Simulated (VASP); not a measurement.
# Ga2O3 (Ga2O3 (R-3c)) in VASP: further runs

Runs on Ga2O3 (Ga2O3 (R-3c)). Level: PBE. Tasks: single point.

Program: VASP 6.6.1. These are calculated values, not measurements. Logs are shortened: lines on timing, memory, paths and dates and some standing lists are left out, and cuts for length are marked.

## (1) The cell of the first run

The structure is trigonal, space group R-3c (No. 167). Conventional cell: a = 5.058 Å, b = 5.058 Å, c = 13.624 Å, α = 90.00°, β = 90.00°, γ = 120.00°. Ga (site symmetry 3) has 6 O at 1.95 to 2.10 Å within 2.6 Å. O (site symmetry 2) has 4 Ga at 1.95 to 2.10 Å within 2.6 Å.

## (2) Single point, PBE

Contents of INCAR:

```
PREC = Accurate ; ENCUT = 520
EDIFF = 1E-6 ; ISMEAR = -1
SIGMA = 0.01 ; LREAL = False
LASPH = True ; NELM = 100
ALGO = Normal ; ISIF = 2
LWAVE = False ; LCHARG = True
GGA = PE ; LELF = True
LVHAR = True ; NBANDS = 55
```

Contents of KPOINTS:

```
Automatic mesh
0
Gamma
  7 7 7
```

Contents of POSCAR:

```
Ga2O3
1.0
    2.5289754451      1.4601046709      4.5413080054
   -2.5289754451      1.4601046709      4.5413080054
    0.0000000000     -2.9202092911      4.5413080216
Ga O
4 6
Direct
    0.8558413518      0.8558413518      0.8558413518
    0.6441586482      0.6441586482      0.6441586482
    0.1441586482      0.1441586482      0.1441586482
    0.3558413518      0.3558413518      0.3558413518
    0.7500000000      0.4469003098      0.0530996902
    0.4469003098      0.0530996902      0.7500000000
    0.0530996902      0.7500000000      0.4469003098
    0.2500000000      0.5530996902      0.9469003098
    0.9469003098      0.2500000000      0.5530996902
    0.5530996902      0.9469003098      0.2500000000
```

Potentials or basis: VASP PAW PBE potentials, release 64 (Ga_d, O).

Command:

```bash
cat potpaw_PBE.64/Ga_d/POTCAR potpaw_PBE.64/O/POTCAR > POTCAR
mpirun -np 1 vasp_std > vasp.out
```

OUTCAR:

```text
PREC = Accurate
   ENCUT = 520
   EDIFF = 1E-6
   ISMEAR = -1
   LREAL = False
   LASPH = True
   NELM = 100
   ISIF = 2
   GGA = PE

 ion  position               nearest neighbor table
   1  0.856  0.856  0.856-  10 1.95   8 1.95   9 1.95   7 2.10   6 2.10   5 2.10   2 2.88
   2  0.644  0.644  0.644-  10 1.95   9 1.95   8 1.95   5 2.10   6 2.10   7 2.10   1 2.88
   3  0.144  0.144  0.144-   6 1.95   5 1.95   7 1.95   9 2.10  10 2.10   8 2.10   4 2.88
   4  0.356  0.356  0.356-   6 1.95   7 1.95   5 1.95   8 2.10  10 2.10   9 2.10   3 2.88
   5  0.750  0.447  0.053-   3 1.95   4 1.95   2 2.10   1 2.10
   6  0.447  0.053  0.750-   3 1.95   4 1.95   1 2.10   2 2.10
   7  0.053  0.750  0.447-   4 1.95   3 1.95   1 2.10   2 2.10
   8  0.250  0.553  0.947-   1 1.95   2 1.95   4 2.10   3 2.10
   9  0.947  0.250  0.553-   2 1.95   1 1.95   3 2.10   4 2.10
  10  0.553  0.947  0.250-   1 1.95   2 1.95   3 2.10   4 2.10

  LATTYP: Found a trigonal (rhomboedric) cell.
 ALAT       =     5.3991759419
 COS(alpha) =     0.5612023824

  Lattice vectors:

 A1 = (   2.5289754451,   1.4601046709,   4.5413080054)
 A2 = (  -2.5289754451,   1.4601046709,   4.5413080054)
 A3 = (   0.0000000000,  -2.9202092911,   4.5413080216)

Analysis of symmetry for initial positions (statically):
=====================================================================
 Subroutine PRICEL returns:
 Original cell was already a primitive cell.

 Routine SETGRP: Setting up the symmetry group for a
 trigonal (rhombohedral) supercell.

 Subroutine GETGRP returns: Found 12 space group operations
 (whereof  6 operations were pure point group operations)
 out of a pool of 12 trial point group operations.

The static configuration has the point symmetry S_6 .
 The point group associated with its full space group is D_3d.

Analysis of symmetry for dynamics (positions and initial velocities):
=====================================================================
 Subroutine PRICEL returns:
 Original cell was already a primitive cell.

 Routine SETGRP: Setting up the symmetry group for a
 trigonal (rhombohedral) supercell.

 Subroutine GETGRP returns: Found 12 space group operations
 (whereof  6 operations were pure point group operations)
 out of a pool of 12 trial point group operations.

The dynamic configuration has the point symmetry S_6 .
 The point group associated with its full space group is D_3d.

 Subroutine INISYM returns: Found 12 space group operations
 (whereof  6 operations are pure point group operations),
 and found     1 'primitive' translations

----------------------------------------------------------------------------------------

                                     Primitive cell

  volume of cell :     100.6146

  direct lattice vectors                    reciprocal lattice vectors
     2.528975445  1.460104671  4.541308005     0.197708523  0.114147069  0.073400291
    -2.528975445  1.460104671  4.541308005    -0.197708523  0.114147069  0.073400291
     0.000000000 -2.920209291  4.541308022     0.000000000 -0.228294138  0.073400293

  length of vectors
     5.399175942  5.399175942  5.399175942     0.239803704  0.239803704  0.239803704

  position of ions in fractional coordinates (direct lattice)
     0.855841352  0.855841352  0.855841352
     0.644158648  0.644158648  0.644158648
     0.144158648  0.144158648  0.144158648
     0.355841352  0.355841352  0.355841352
     0.750000000  0.446900310  0.053099690
     0.446900310  0.053099690  0.750000000
     0.053099690  0.750000000  0.446900310
     0.250000000  0.553099690  0.946900310
     0.946900310  0.250000000  0.553099690
     0.553099690  0.946900310  0.250000000

  ion indices of the primitive-cell ions
   primitive index   ion index
                 1           1
                 2           2
                 3           3
                 4           4
                 5           5
                 6           6
                 7           7
                 8           8
                 9           9
                10          10

----------------------------------------------------------------------------------------

 KPOINTS: Automatic mesh

Automatic generation of k-mesh.
 Grid dimensions read from file:
 generate k-points for:    7    7    7

 Generating k-lattice:

  Cartesian coordinates                     Fractional coordinates (reciprocal lattice)
     0.028244075  0.016306724  0.010485756     0.142857143  0.000000000  0.000000000
    -0.028244075  0.016306724  0.010485756     0.000000000  0.142857143  0.000000000
     0.000000000 -0.032613448  0.010485756     0.000000000  0.000000000  0.142857143

  Length of vectors
     0.034257672  0.034257672  0.034257672

  Shift w.r.t. Gamma in fractional coordinates (k-lattice)
     0.000000000  0.000000000  0.000000000

 Subroutine IBZKPT returns following result:
 ===========================================

 Found     44 irreducible k-points:

 Following reciprocal coordinates:
            Coordinates               Weight
  0.000000  0.000000  0.000000      1.000000
  0.142857  0.000000  0.000000      6.000000
  0.285714  0.000000 -0.000000      6.000000
  0.428571  0.000000  0.000000      6.000000
  0.142857  0.142857 -0.000000      6.000000
  0.285714  0.142857 -0.000000     12.000000
[... 16 lines left out ...]
  0.285714  0.285714  0.142857      6.000000
  0.428571  0.285714  0.142857     12.000000
 [... further k-points ...]
   k-points           NKPTS =     44   k-points in BZ     NKDIM =     44   number of bands    NBANDS=     55
   number of dos      NEDOS =    301   number of ions     NIONS =     10
   total plane-waves  NPLWV =  64000
   dimension x,y,z NGX =    40 NGY =   40 NGZ =   40
   dimension x,y,z NGXF=    80 NGYF=   80 NGZF=   80
   ions per type =               4   6
   NGX,Y,Z   is equivalent  to a cutoff of  12.32, 12.32, 12.32 a.u.
   NGXF,Y,Z  is equivalent  to a cutoff of  24.63, 24.63, 24.63 a.u.
 SYSTEM =  unknown system
   PREC   = accura    normal or accurate (medium, high low for compatibility)
   ISTART =      0    job   : 0-new  1-cont  2-samecut
   ICHARG =      2    charge: 1-file 2-atom 10-const
   ISPIN  =      1    spin polarized calculation?
   LNONCOLLINEAR =      F non collinear calculations
   LSORBIT =      F    spin-orbit coupling
   LASPH  =      T    aspherical Exc in radial PAW
   ENCUT  =  520.0 eV  38.22 Ry    6.18 a.u.  10.04 10.04 10.04*2*pi/ulx,y,z
   NELM   =    100;   NELMIN=  2; NELMDL= -5     # of ELM steps
   EDIFF  = 0.1E-05   stopping-criterion for ELM
   LREAL  =      F    real-space projection
   EDIFFG = 0.1E-04   stopping-criterion for IOM
   NSW    =      0    number of steps for IOM
   IBRION =     -1    ionic relax: 0-MD 1-quasi-New 2-CG
   NFREE  =      0    steps in history (QN), initial steepest desc. (CG)
   ISIF   =      2    stress and relaxation
   ISYM   =      2    0-nonsym 1-usesym 2-fastsym
   POTIM  = 0.5000    time-step for ionic-motion
   TEBEG  =    0.0;   TEEND  =   0.0 temperature during run
   PSTRESS=    0.0 pullay stress
   NELECT =      88.0000    total number of electrons
   NUPDOWN=      -1.0000    fix difference up-down
   EMIN   =  10.00;   EMAX   =-10.00  energy-range for DOS
   EFERMI =   0.00;   METHOD = LEGACY
   ISMEAR =    -1;   SIGMA  =   0.01  broadening in eV -4-tet -1-fermi 0-gaus
   EFERMI_NEDOS =   21; number of points for ismear=-14 and -15
   IALGO  =     38    algorithm
   IMIX   =      4    mixing-type and parameters
     AMIX     =   0.40;   BMIX     =  1.00
     AMIX_MAG =   1.60;   BMIX_MAG =  1.00
  volume/ion in A,a.u.               =      10.06        67.90
  Fermi-wavevector in a.u.,A,eV,Ry     =   1.565605  2.958564 33.349487  2.451118
  Thomas-Fermi vector in A             =   2.668056
   LORBIT       =      0    0 simple, 1 ext, 2 COOP (PROOUT), +10 PAW based schemes
   GGA     = PE    functional components
   LHFCALC =     F    Hartree Fock is set to
   AEXX    =    0.0000 exact exchange contribution
   IVDW    =     0    specifies the selected vdW correction
   LEPSILON=     F    determine dielectric tensor
   LRPA    =     F    only Hartree local field effects (RPA)
 non-spin polarized calculation
  energy-cutoff  :      520.00
  volume of cell :      100.61
 maximum number of plane-waves:      2730
   NGX = 21   NGY = 21   NGZ = 21

 number of electron      88.0000003 magnetization

 Free energy of the ion-electron system (eV)
  ---------------------------------------------------
  ext. energy  EPLUGINS =         0.00000000
  ---------------------------------------------------
  free energy    TOTEN  =       -59.39349551 eV

  energy without entropy =      -59.39349551  energy(sigma->0) =      -59.39349551

 E-fermi :   4.3625     XC(G=0): -11.9613

 val. band max:        4.0988090498   @ k =  -0.1429   0.1429   0.0000
 cond. band min:       6.4946884285   @ k =   0.0000   0.0000   0.0000
 fundamental gap:      2.3958793787
 Fermi energy:         4.3625102309

 k-point     1 :       0.0000    0.0000    0.0000
  band No.  band energies     occupation
      1     -14.5784      2.00000
      2     -12.7194      2.00000
      3     -12.7194      2.00000
      4     -12.6960      2.00000
      5     -12.6772      2.00000
      6     -12.6772      2.00000
[... 47 lines left out ...]
     54      14.9938      0.00000
     55      16.0681      0.00000

 k-point     2 :       0.1429    0.0000    0.0000
  band No.  band energies     occupation
      1     -14.4914      2.00000
      2     -12.8087      2.00000
      3     -12.7276      2.00000
      4     -12.7247      2.00000
      5     -12.6845      2.00000
      6     -12.6655      2.00000
[... 47 lines left out ...]
     54      15.5404      0.00000
     55      15.9347      0.00000
[... 1216 lines left out ...]
     54      15.7889      0.00000
     55      16.2007      0.00000

 k-point    24 :       0.4286    0.2857    0.1429
  band No.  band energies     occupation
      1     -14.0864      2.00000
      2     -13.1369      2.00000
      3     -12.8252      2.00000
      4     -12.7967      2.00000
      5     -12.7229      2.00000
      6     -12.6748      2.00000
[... 47 lines left out ...]
     54      15.8219      0.00000
     55      16.1017      0.00000

 [... further k-points ...]

------------------------ aborting loop because EDIFF is reached ----------------------------------------

  FORCE on cell =-STRESS in cart. coord.  units (eV):
  Direction    XX          YY          ZZ          XY          YZ          ZX
  --------------------------------------------------------------------------------------
  -------------------------------------------------------------------------------------
  Total        0.6204086      0.6204086      0.5386844      0.0000000     -0.0000000      0.0000000
  in kB        9.8793318      9.8793318      8.5779630      0.0000000     -0.0000000      0.0000000
  external PRESSURE =       9.4455422 kB  Pullay stress =       0.0000000 kB

 VOLUME and BASIS-vectors are now :
 -----------------------------------------------------------------------------
  energy-cutoff  :      520.00
  volume of cell :      100.61
      direct lattice vectors                 reciprocal lattice vectors
     2.528975445  1.460104671  4.541308005     0.197708523  0.114147069  0.073400291
    -2.528975445  1.460104671  4.541308005    -0.197708523  0.114147069  0.073400291
     0.000000000 -2.920209291  4.541308022     0.000000000 -0.228294138  0.073400293

 POSITION                                       TOTAL-FORCE (eV/Angst)
 -----------------------------------------------------------------------------------
      0.00000      0.00000     11.65992         0.000000      0.000000      0.011710
      0.00000      0.00000      8.77597         0.000000     -0.000000     -0.011710
      0.00000      0.00000      1.96401         0.000000     -0.000000     -0.011710
      0.00000      0.00000      4.84796         0.000000      0.000000      0.011710
      0.76653      1.59254      5.67664         0.000734     -0.001271      0.000000
      0.99591     -1.46010      5.67664        -0.001467     -0.000000      0.000000
     -1.76244     -0.13243      5.67664         0.000734      0.001271     -0.000000
     -0.76653     -1.59254      7.94729        -0.000734      0.001271     -0.000000
      1.76244      0.13243      7.94729        -0.000734     -0.001271      0.000000
     -0.99591      1.46010      7.94729         0.001467     -0.000000      0.000000
 -----------------------------------------------------------------------------------
    total drift:                               -0.000000     -0.000000     -0.000000

  FREE ENERGIE OF THE ION-ELECTRON SYSTEM (eV)
  ---------------------------------------------------
  free  energy   TOTEN  =       -59.3934955098 eV

  energy  without entropy=      -59.3934955098  energy(sigma->0) =      -59.39349551
```

Run time: 2.9 min. Hardware: 1 thread of Intel Xeon 6975P-C (Granite Rapids), shared host; peak memory 0.34 GiB.

What came out:

* Free energy: -59.3935 eV
* Pressure: 0.9 GPa
* Largest force: 0.012 eV/Å
* Band gap on the k mesh: 2.40 eV, indirect (least direct gap 2.62 eV)

Forces on the atoms (eV/Å):
```
Ga   0.000  0.000  0.012
Ga   0.000  0.000 -0.012
Ga   0.000  0.000 -0.012
Ga   0.000  0.000  0.012
O    0.001 -0.001  0.000
O   -0.001  0.000  0.000
O    0.001  0.001  0.000
O   -0.001  0.001  0.000
O   -0.001 -0.001  0.000
O    0.001  0.000  0.000
```

A k mesh can miss the band edges.

[end of part 1 of 2]
